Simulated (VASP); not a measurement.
# MgB2 (P6/mmm) in VASP: settings compared

MgB2 is run at these levels: r2SCAN, PBE; tasks: relaxation of shape and atoms at fixed volume, single point, relaxation of cell and atoms.

Program: VASP 6.6.1. These are calculated values, not measurements. Logs are shortened: lines on timing, memory, paths and dates and some standing lists are left out, and cuts for length are marked.

### 1 The cell of the first run

Symmetry: P6/mmm, No. 191, hexagonal system. Conventional cell: a = 3.050 Å, b = 3.050 Å, c = 3.483 Å, α = 90.00°, β = 90.00°, γ = 120.00°. Within 3.3 Å of Mg (site symmetry 6/mmm) lie 12 B at 2.48 Å and 6 Mg at 3.05 Å. Within 2.3 Å of B (site symmetry -6m2) lie 3 B at 1.76 Å.

### 2 Relaxation of shape and atoms at fixed volume, r2SCAN (volume scaled by 0.980)

Input file POSCAR:

```
MgB2
1.0
    3.0499136917      0.0000000000      0.0000000000
   -1.5249568459      2.6413027364      0.0000000000
    0.0000000000      0.0000000000      3.4825155870
Mg B
1 2
Direct
    0.0000000000      0.0000000000      0.0000000000
    0.3333333333      0.6666666667      0.5000000000
    0.6666666667      0.3333333333      0.5000000000
```

Input file INCAR.step1:

```
SYSTEM = MgB2
  PREC = Accurate
  ENCUT = 600
  ISMEAR = 0
  SIGMA = 0.05
  LREAL = .FALSE.
  LASPH = .TRUE.
  NELM = 80
  GGA = PE
  ALGO = Normal
  EDIFF = 1E-4
  LWAVE = .TRUE.
  LCHARG = .FALSE.
```

Input file INCAR.step2:

```
SYSTEM = MgB2
  PREC = Accurate
  ENCUT = 600
  EDIFF = 1E-6
  ISMEAR = 0
  SIGMA = 0.05
  LREAL = .FALSE.
  LASPH = .TRUE.
  NELM = 80
  ALGO = Normal
  ISIF = 4
  LWAVE = .FALSE.
  LCHARG = .FALSE.
  METAGGA = R2SCAN
  LMIXTAU = .TRUE.
  IBRION = 2
  NSW = 60
  EDIFFG = -0.01
  ISTART = 1
```

Input file KPOINTS:

```
regular mesh
0
G
  14 14 12
  0 0 0
```

Potentials or basis: VASP PAW PBE potentials, release 64 (Mg, B).

On the command line:

```
$ cat potpaw_PBE.64/Mg/POTCAR potpaw_PBE.64/B/POTCAR > POTCAR
$ cp INCAR.step1 INCAR
$ mpirun -np 1 vasp_std > vasp.out
$ cp INCAR.step2 INCAR
$ mpirun -np 1 vasp_std > vasp.out
```

OUTCAR:

```text
SYSTEM = MgB2
   PREC = Accurate
   ENCUT = 600
   EDIFF = 1E-6
   ISMEAR = 0
   LREAL = .FALSE.
   LASPH = .TRUE.
   NELM = 80
   ISIF = 4
   METAGGA = R2SCAN
   IBRION = 2
   NSW = 60
   EDIFFG = -0.01
   ISTART = 1

 ion  position               nearest neighbor table
   1  0.000  0.000  0.000-   2 2.48   3 2.48   2 2.48   3 2.48   3 2.48   3 2.48   2 2.48   2 2.48
                             3 2.48   3 2.48   2 2.48   2 2.48
   2  0.333  0.667  0.500-   3 1.76   3 1.76   3 1.76   1 2.48   1 2.48   1 2.48   1 2.48   1 2.48
                             1 2.48
   3  0.667  0.333  0.500-   2 1.76   2 1.76   2 1.76   1 2.48   1 2.48   1 2.48   1 2.48   1 2.48
                             1 2.48

  LATTYP: Found a hexagonal cell.
 ALAT       =     3.0499136917
 C/A-ratio  =     1.1418407008

  Lattice vectors:

 A1 = (   3.0499136917,   0.0000000000,   0.0000000000)
 A2 = (  -1.5249568459,   2.6413027364,   0.0000000000)
 A3 = (   0.0000000000,   0.0000000000,   3.4825155870)

Analysis of symmetry for initial positions (statically):
=====================================================================
 Subroutine PRICEL returns:
 Original cell was already a primitive cell.

 Routine SETGRP: Setting up the symmetry group for a
 hexagonal supercell.

 Subroutine GETGRP returns: Found 24 space group operations
 (whereof 24 operations were pure point group operations)
 out of a pool of 24 trial point group operations.

The static configuration has the point symmetry D_6h.

Analysis of symmetry for dynamics (positions and initial velocities):
=====================================================================
 Subroutine PRICEL returns:
 Original cell was already a primitive cell.

 Routine SETGRP: Setting up the symmetry group for a
 hexagonal supercell.

 Subroutine GETGRP returns: Found 24 space group operations
 (whereof 24 operations were pure point group operations)
 out of a pool of 24 trial point group operations.

The dynamic configuration has the point symmetry D_6h.

 Subroutine INISYM returns: Found 24 space group operations
 (whereof 24 operations are pure point group operations),
 and found     1 'primitive' translations

----------------------------------------------------------------------------------------

                                     Primitive cell

  volume of cell :      28.0543

  direct lattice vectors                    reciprocal lattice vectors
     3.049913692  0.000000000  0.000000000     0.327878131  0.189300527  0.000000000
    -1.524956846  2.641302736  0.000000000     0.000000000  0.378601054  0.000000000
     0.000000000  0.000000000  3.482515587     0.000000000  0.000000000  0.287148751

  length of vectors
     3.049913692  3.049913692  3.482515587     0.378601054  0.378601054  0.287148751

  position of ions in fractional coordinates (direct lattice)
     0.000000000  0.000000000  0.000000000
     0.333333333  0.666666667  0.500000000
     0.666666667  0.333333333  0.500000000

  ion indices of the primitive-cell ions
   primitive index   ion index
                 1           1
                 2           2
                 3           3

----------------------------------------------------------------------------------------

 KPOINTS: regular mesh

Automatic generation of k-mesh.
 Grid dimensions read from file:
 generate k-points for:   14   14   12

 Generating k-lattice:

  Cartesian coordinates                     Fractional coordinates (reciprocal lattice)
     0.023419866  0.013521466  0.000000000     0.071428571  0.000000000  0.000000000
     0.000000000  0.027042932  0.000000000     0.000000000  0.071428571  0.000000000
     0.000000000  0.000000000  0.023929063     0.000000000  0.000000000  0.083333333

  Length of vectors
     0.027042932  0.027042932  0.023929063

  Shift w.r.t. Gamma in fractional coordinates (k-lattice)
     0.000000000  0.000000000  0.000000000

 Subroutine IBZKPT returns following result:
 ===========================================

 Found    168 irreducible k-points:

 Following reciprocal coordinates:
            Coordinates               Weight
  0.000000  0.000000  0.000000      1.000000
  0.071429  0.000000  0.000000      6.000000
  0.142857  0.000000  0.000000      6.000000
  0.214286  0.000000  0.000000      6.000000
  0.285714  0.000000  0.000000      6.000000
  0.357143  0.000000  0.000000      6.000000
[... 16 lines left out ...]
  0.285714  0.285714  0.000000      6.000000
  0.357143  0.285714  0.000000      6.000000
 [... further k-points ...]
   k-points           NKPTS =    168   k-points in BZ     NKDIM =    168   number of bands    NBANDS=      8
   number of dos      NEDOS =    301   number of ions     NIONS =      3
   total plane-waves  NPLWV =  16128
   dimension x,y,z NGX =    24 NGY =   24 NGZ =   28
   dimension x,y,z NGXF=    48 NGYF=   48 NGZF=   56
   ions per type =               1   2
   NGX,Y,Z   is equivalent  to a cutoff of  13.08, 13.08, 13.37 a.u.
   NGXF,Y,Z  is equivalent  to a cutoff of  26.16, 26.16, 26.73 a.u.
 SYSTEM =  MgB2
   PREC   = accura    normal or accurate (medium, high low for compatibility)
   ISTART =      1    job   : 0-new  1-cont  2-samecut
   ICHARG =      0    charge: 1-file 2-atom 10-const
   ISPIN  =      1    spin polarized calculation?
   LNONCOLLINEAR =      F non collinear calculations
   LSORBIT =      F    spin-orbit coupling
   LASPH  =      T    aspherical Exc in radial PAW
   ENCUT  =  600.0 eV  44.10 Ry    6.64 a.u.   6.09  6.09  6.96*2*pi/ulx,y,z
   NELM   =     80;   NELMIN=  2; NELMDL=  0     # of ELM steps
   EDIFF  = 0.1E-05   stopping-criterion for ELM
   LREAL  =      F    real-space projection
   EDIFFG = -.1E-01   stopping-criterion for IOM
   NSW    =     60    number of steps for IOM
   IBRION =      2    ionic relax: 0-MD 1-quasi-New 2-CG
   NFREE  =      1    steps in history (QN), initial steepest desc. (CG)
   ISIF   =      4    stress and relaxation
   ISYM   =      2    0-nonsym 1-usesym 2-fastsym
   POTIM  = 0.5000    time-step for ionic-motion
   TEBEG  =    0.0;   TEEND  =   0.0 temperature during run
   PSTRESS=    0.0 pullay stress
   NELECT =       8.0000    total number of electrons
   NUPDOWN=      -1.0000    fix difference up-down
   EMIN   =  10.00;   EMAX   =-10.00  energy-range for DOS
   EFERMI =   0.00;   METHOD = LEGACY
   ISMEAR =     0;   SIGMA  =   0.05  broadening in eV -4-tet -1-fermi 0-gaus
   EFERMI_NEDOS =   21; number of points for ismear=-14 and -15
   IALGO  =     38    algorithm
   IMIX   =      4    mixing-type and parameters
     AMIX     =   0.40;   BMIX     =  1.00
     AMIX_MAG =   1.60;   BMIX_MAG =  1.00
  volume/ion in A,a.u.               =       9.35        63.11
  Fermi-wavevector in a.u.,A,eV,Ry     =   1.077553  2.036280 15.797997  1.161120
  Thomas-Fermi vector in A             =   2.213468
   LORBIT       =      0    0 simple, 1 ext, 2 COOP (PROOUT), +10 PAW based schemes
   METAGGA = R2SCAN    functional components
   LHFCALC =     F    Hartree Fock is set to
   AEXX    =    0.0000 exact exchange contribution
   IVDW    =     0    specifies the selected vdW correction
   LEPSILON=     F    determine dielectric tensor
   LRPA    =     F    only Hartree local field effects (RPA)
 conjugate gradient relaxation of ions
 non-spin polarized calculation
 Gauss-broadening in eV      SIGMA  =   0.05
  energy-cutoff  :      600.00
  volume of cell :       28.05
 maximum number of plane-waves:       950
   NGX = 13   NGY = 13   NGZ = 13

--------------------------------------- Ionic step        1  -------------------------------------------

 number of electron       8.0000000 magnetization

 Free energy of the ion-electron system (eV)
  ---------------------------------------------------
  ext. energy  EPLUGINS =         0.00000000
  ---------------------------------------------------
  free energy    TOTEN  =       -19.40368900 eV

  energy without entropy =      -19.40298606  energy(sigma->0) =      -19.40333753

------------------------ aborting loop because EDIFF is reached ----------------------------------------

  FORCE on cell =-STRESS in cart. coord.  units (eV):
  Direction    XX          YY          ZZ          XY          YZ          ZX
  --------------------------------------------------------------------------------------
  -------------------------------------------------------------------------------------
  Total        0.5957527      0.5957527      0.3074546     -0.0000000     -0.0000000      0.0000000
  in kB       34.0234043     34.0234043     17.5587182     -0.0000000     -0.0000000      0.0000000
  external PRESSURE =      28.5351756 kB  Pullay stress =       0.0000000 kB

 VOLUME and BASIS-vectors are now :
 -----------------------------------------------------------------------------
  energy-cutoff  :      600.00
  volume of cell :       28.05
      direct lattice vectors                 reciprocal lattice vectors
     3.049913692  0.000000000  0.000000000     0.327878131  0.189300527  0.000000000
    -1.524956846  2.641302736  0.000000000     0.000000000  0.378601054  0.000000000
     0.000000000  0.000000000  3.482515587     0.000000000  0.000000000  0.287148751

 POSITION                                       TOTAL-FORCE (eV/Angst)
 -----------------------------------------------------------------------------------
      0.00000      0.00000      0.00000         0.000000      0.000000      0.000000
     -0.00000      1.76087      1.74126         0.000000      0.000000      0.000000
      1.52496      0.88043      1.74126        -0.000000      0.000000     -0.000000
 -----------------------------------------------------------------------------------
    total drift:                                0.000000     -0.000000      0.000000

  FREE ENERGIE OF THE ION-ELECTRON SYSTEM (eV)
  ---------------------------------------------------
  free  energy   TOTEN  =       -19.4036890003 eV

  energy  without entropy=      -19.4029860638  energy(sigma->0) =      -19.40333753

--------------------------------------- Ionic step        2  -------------------------------------------

 number of electron       8.0000000 magnetization

 Free energy of the ion-electron system (eV)
  ---------------------------------------------------
  ext. energy  EPLUGINS =         0.00000000
  ---------------------------------------------------
  free energy    TOTEN  =       -19.40415040 eV

  energy without entropy =      -19.40357270  energy(sigma->0) =      -19.40386155

 E-fermi :   5.5173     XC(G=0): -11.6754

 val. band max:        5.5070146348   @ k =   0.0714   0.0000   0.1667
 cond. band min:       5.5524894826   @ k =   0.0714   0.0714   0.4167
 fundamental gap:      0.0454748478
 Fermi energy:         5.5173035363

 k-point     1 :       0.0000    0.0000    0.0000
  band No.  band energies     occupation
      1      -7.9114      2.00000
      2       2.3713      2.00000
      3       5.9030      0.00000
      4       5.9030      0.00000
      5       7.6566      0.00000
      6      12.2371      0.00000
      7      12.2371      0.00000
      8      14.2973      0.00000

 k-point     2 :       0.0714    0.0000    0.0000
  band No.  band energies     occupation
      1      -7.8162      2.00000
      2       2.4643      2.00000
      3       5.3983      1.99924
      4       5.6671      0.00002
      5       7.7338      0.00000
      6      12.2268      0.00000
      7      12.6694      0.00000
      8      14.5171      0.00000
[... 221 lines left out ...]
 k-point    23 :       0.2857    0.2857    0.0000
  band No.  band energies     occupation
      1      -3.5706      2.00000
      2      -1.5130      2.00000
      3      -0.1636      2.00000
      4       6.4049      0.00000
      5       8.5790      0.00000
      6      11.6237      0.00000
      7      12.8347      0.00000
      8      15.5395      0.00000

 k-point    24 :       0.3571    0.2857    0.0000
  band No.  band energies     occupation
      1      -2.7711      2.00000
      2      -2.2156      2.00000
      3      -0.4859      2.00000
      4       7.0165      0.00000
      5       7.9238      0.00000
      6      12.1615      0.00000
      7      12.4827      0.00000
      8      15.2950      0.00000

 [... further k-points ...]
[... 5 lines left out ...]
  --------------------------------------------------------------------------------------
  -------------------------------------------------------------------------------------
  Total        0.4629465      0.4629465      0.4613392     -0.0000000      0.0000000     -0.0000000
  in kB       26.4388505     26.4388505     26.3470569     -0.0000000      0.0000000     -0.0000000
  external PRESSURE =      26.4082526 kB  Pullay stress =       0.0000000 kB

 VOLUME and BASIS-vectors are now :
 -----------------------------------------------------------------------------
  energy-cutoff  :      600.00
  volume of cell :       28.05
      direct lattice vectors                 reciprocal lattice vectors
     3.054634216 -0.000000000  0.000000000     0.327371439  0.189007989  0.000000000
    -1.527317108  2.645390831 -0.000000000     0.000000000  0.378015977  0.000000000
    -0.000000000 -0.000000000  3.471760389    -0.000000000  0.000000000  0.288038311

 POSITION                                       TOTAL-FORCE (eV/Angst)
 -----------------------------------------------------------------------------------
      0.00000     -0.00000      0.00000         0.000000      0.000000      0.000000
     -0.00000      1.76359      1.73588         0.000000      0.000000      0.000000
      1.52732      0.88180      1.73588        -0.000000     -0.000000     -0.000000
 -----------------------------------------------------------------------------------
    total drift:                                0.000000     -0.000000      0.000000

  FREE ENERGIE OF THE ION-ELECTRON SYSTEM (eV)
  ---------------------------------------------------
  free  energy   TOTEN  =       -19.4041503961 eV

  energy  without entropy=      -19.4035726996  energy(sigma->0) =      -19.40386155

 reached required accuracy - stopping structural energy minimisation
```

Run time: 3.3 min. Hardware: 1 thread of Intel Xeon Platinum 8488C (Sapphire Rapids), shared host; peak memory 0.19 GiB.

Results:

```
Free energy               : -19.4042 eV
Energy gained by relaxing : 0.2 meV/atom
Ionic steps               : 2
Pressure after relaxing   : 2.6 GPa
Band gap on the k mesh    : zero (band 4 reaches 7.02 eV, above the bottom of band 5 at 3.77 eV)
```

The path:
| step | energy change (eV) | largest force (eV/Å) | pressure (GPa) | volume (Å³) |
| --- | --- | --- | --- | --- |
| 1 | 0.0000 | 0.0000 | 2.85 | 28.05 |
| 2 | -0.0005 | 0.0000 | 2.64 | 28.05 |

Final structure:
```
Mg B
1.0
     3.05463    0.00000    0.00000
    -1.52732    2.64539    0.00000
     0.00000    0.00000    3.47176
Mg B
1 2
Cartesian
  0.0000 0.0000 0.0000
  0.0000 1.7636 1.7359
  1.5273 0.8818 1.7359
```

Levels at points of the mesh, in eV from the Fermi level:
| k point | band 1 | band 2 | band 3 | band 4 | band 5 | band 6 | band 7 | band 8 |
| --- | --- | --- | --- | --- | --- | --- | --- | --- |
| (0.00, 0.00, 0.00) | -13.43 | -3.15 | 0.39 | 0.39 | 2.14 | 6.72 | 6.72 | 8.78 |
| (0.50, 0.00, 0.00) | -9.30 | -8.43 | -2.38 | 0.23 | 3.40 | 4.18 | 6.01 | 8.26 |
| (0.00, 0.00, 0.50) | -12.09 | -7.90 | 0.81 | 0.81 | 7.03 | 7.03 | 8.73 | 10.84 |
| (0.50, 0.00, 0.50) | -8.25 | -7.48 | -3.84 | -2.07 | -1.26 | 6.23 | 9.71 | 9.97 |

Caveat: the cell differs from its parent crystal (volume scaled by 0.980); the PAW data sets were made with another functional, which shifts forces and pressure a little.

### 3 Relaxation of shape and atoms at fixed volume, r2SCAN

This run uses another cell than the first one, of 9.54 Å³/atom, 1.020 times its volume.

Input file POSCAR:

```
MgB2
1.0
    3.0688734239      0.0000000000      0.0000000000
   -1.5344367119      2.6577223461      0.0000000000
    0.0000000000      0.0000000000      3.5098143063
Mg B
1 2
Direct
    0.0000000000      0.0000000000      0.0000000000
    0.3333333333      0.6666666667      0.5000000000
    0.6666666667      0.3333333333      0.5000000000
```

Input file INCAR.step1:

```
PREC = Accurate
ENCUT = 600
ISMEAR = 0
SIGMA = 0.05
LREAL = F
LASPH = T
NELM = 60
GGA = PE
ALGO = Normal
EDIFF = 1E-4
LWAVE = T
LCHARG = F
```

Input file INCAR.step2:

```
PREC = Accurate
ENCUT = 600
EDIFF = 1E-7
ISMEAR = 0
SIGMA = 0.05
LREAL = F
LASPH = T
NELM = 60
ALGO = Normal
ISIF = 4
LWAVE = F
LCHARG = F
METAGGA = R2SCAN
LMIXTAU = T
IBRION = 2
NSW = 60
EDIFFG = -0.01
ISTART = 1
```

Input file KPOINTS:

```
Automatic mesh
0
Gamma
  14 14 12
```

Potentials or basis: VASP PAW PBE potentials, release 64 (Mg, B).

On the command line:

```
$ cat potpaw_PBE.64/Mg/POTCAR potpaw_PBE.64/B/POTCAR > POTCAR
$ cp INCAR.step1 INCAR
$ mpirun -np 1 vasp_std > vasp.out
$ cp INCAR.step2 INCAR
$ mpirun -np 1 vasp_std > vasp.out
```

Run time: 6.2 min. Hardware: 1 thread of Intel Xeon Platinum 8488C (Sapphire Rapids), shared host; peak memory 0.21 GiB.

The run converged. Its results:

| Quantity | Value |
| --- | --- |
| Free energy | -19.4082 eV |
| Energy gained by relaxing | 0.0 meV/atom |
| Ionic steps | 2 |
| Pressure after relaxing | -0.5 GPa |
| Band gap on the k mesh | zero (band 4 reaches 6.84 eV, above the bottom of band 5 at 3.67 eV) |

The path:
```tsv
step	energy change (eV)	largest force (eV/Å)	pressure (GPa)	volume (Å³)
1	0.0000	0.0000	-0.38	28.63
2	-0.0001	0.0000	-0.49	28.63
```

Final structure:
```cif
data_structure
_symmetry_space_group_name_H-M 'P 1'
_symmetry_Int_Tables_number 1
_cell_length_a 3.0713
_cell_length_b 3.0713
_cell_length_c 3.5043
_cell_angle_alpha 90.000
_cell_angle_beta 90.000
_cell_angle_gamma 120.000
_cell_volume 28.63
loop_
_atom_site_label
_atom_site_type_symbol
_atom_site_fract_x
_atom_site_fract_y
_atom_site_fract_z
_atom_site_occupancy
Mg1 Mg 0.00000 0.00000 0.00000 1
B1 B 0.33333 0.66667 0.50000 1
B2 B 0.66667 0.33333 0.50000 1
```

Levels at points of the mesh, in eV from the Fermi level:
| k point | band 1 | band 2 | band 3 | band 4 | band 5 | band 6 | band 7 | band 8 |
| --- | --- | --- | --- | --- | --- | --- | --- | --- |
| (0.00, 0.00, 0.00) | -13.31 | -3.15 | 0.39 | 0.39 | 2.02 | 6.67 | 6.67 | 8.62 |
| (0.50, 0.00, 0.00) | -9.23 | -8.34 | -2.34 | 0.21 | 3.33 | 4.15 | 5.85 | 8.01 |
| (0.00, 0.00, 0.50) | -12.01 | -7.81 | 0.80 | 0.80 | 6.98 | 6.98 | 8.65 | 10.57 |
| (0.50, 0.00, 0.50) | -8.21 | -7.42 | -3.79 | -2.04 | -1.24 | 6.12 | 9.59 | 9.79 |

Caveat: the PAW data sets were made with another functional, which shifts forces and pressure a little.

[end of part 1 of 2]
